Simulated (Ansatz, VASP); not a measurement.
# WS: VASP beside Ansatz

File POSCAR:

```
WS
1.0
    3.0078900000      0.0000000000      0.0000000000
    0.0000000000      3.0078900000      0.0000000000
    0.0000000000      0.0000000000      3.0078900000
W S
1 1
Direct
    0.5000000000      0.5000000000      0.5000000000
    0.0000000000      0.0000000000      0.0000000000
```

Contents of INCAR.step1:

```
SYSTEM = WS
PREC     = Accurate       ! precision mode
ENCUT    = 600            ! plane-wave cutoff, eV
EDIFF    = 1E-5           ! SCF threshold, eV
ISMEAR   = -1             ! smearing method
SIGMA    = 0.05           ! smearing width, eV
LREAL    = .False.        ! projectors in reciprocal space
LASPH    = .True.         ! aspherical terms in the spheres
NELM     = 80             ! most SCF steps
ALGO     = Normal         ! electronic algorithm
LWAVE    = .True.         ! write WAVECAR
LCHARG   = .False.        ! write CHGCAR
GGA      = PE             ! functional
NBANDS   = 17             ! bands
```

File INCAR.step2:

```
SYSTEM = WS
PREC     = Accurate       ! precision mode
ENCUT    = 600            ! plane-wave cutoff, eV
EDIFF    = 1E-7           ! SCF threshold, eV
ISMEAR   = -1             ! smearing method
SIGMA    = 0.05           ! smearing width, eV
LREAL    = .False.        ! projectors in reciprocal space
LASPH    = .True.         ! aspherical terms in the spheres
NELM     = 80             ! most SCF steps
ALGO     = Normal         ! electronic algorithm
ISIF     = 3              ! what is computed and relaxed
LWAVE    = .False.        ! write WAVECAR
LCHARG   = .False.        ! write CHGCAR
GGA      = PE             ! functional
LHFCALC  = .True.         ! exact exchange
AEXX     = 0.25           ! exact-exchange fraction
HFSCREEN = 0.3            ! screening, 1/A
PRECFOCK = Normal       
IBRION   = 2              ! ionic algorithm
NSW      = 60             ! ionic steps
EDIFFG   = -0.01          ! ionic threshold
ISTART   = 1
```

File KPOINTS:

```
regular mesh
0
Gamma
  5 5 5
  0 0 0
```

Contents of input:

```
crystal:
  lattice:
    - [3.00789, 0.0, 0.0]
    - [0.0, 3.00789, 0.0]
    - [0.0, 0.0, 3.00789]
  atoms:
    - { symbol: W, position: [0.5, 0.5, 0.5] }
    - { symbol: S, position: [0.0, 0.0, 0.0] }
hamiltonian:
  xc: { exchange: pbe, correlation: pbe, exx: { coeff: 0.25, omega: 0.3 } }
  pseudopotentials: { kind: paw }
kpoints:
  mp_grid: { grid: [5, 5, 5] }
scf:
  occupations: { method: fermi_dirac, width: 0.05 }
output:
  forces: true
  stress: true
  eigenvalues: true
relax:
  f_tol: 0.01
  max_steps: 40
  cell: { stress_tol: 0.05 }
```

Alike in both runs: task relaxation of cell and atoms; functional PBE-based screened hybrid with a share of 0.25 of exact exchange and HFSCREEN = 0.3; k mesh 5 × 5 × 5; occupations fermi-dirac, width 0.05 eV; no spin polarisation.

|  | VASP | Ansatz |
| --- | --- | --- |
| version | VASP 6.6.1 | Ansatz 0.2.0 |
| potentials or method | VASP PAW PBE potentials, release 64 (W_sv, S) | Ansatz PAW |
| plane-wave cutoff (eV) | 600 | 420 |
| valence electrons in the cell | 20 | 20 |

Ansatz gave:

* gap on the k mesh at the Fermi level, each at its own relaxed structure (eV): none
* relaxed volume (Å³/atom): 13.23
* relaxed length of the cell vector where the two differ most in proportion (Å): 2.980

Estimate VASP's values.

gap on the k mesh at the Fermi level, each at its own relaxed structure (eV): none; relaxed volume (Å³/atom): 13.22; relaxed length of the cell vector where the two differ most in proportion (Å): 2.979.

VASP's potentials were made for PBE, not for PBE-based screened hybrid. A gap of «none» marks a metal or a gap that the smearing closes.

The k mesh is coarse, so the values compare programs but aren't converged. Neither program's run includes spin-orbit coupling. Noted on Ansatz's run: the plane-wave basis is chosen anew once the cell has moved, so the energies of steps on either side of that aren't comparable.
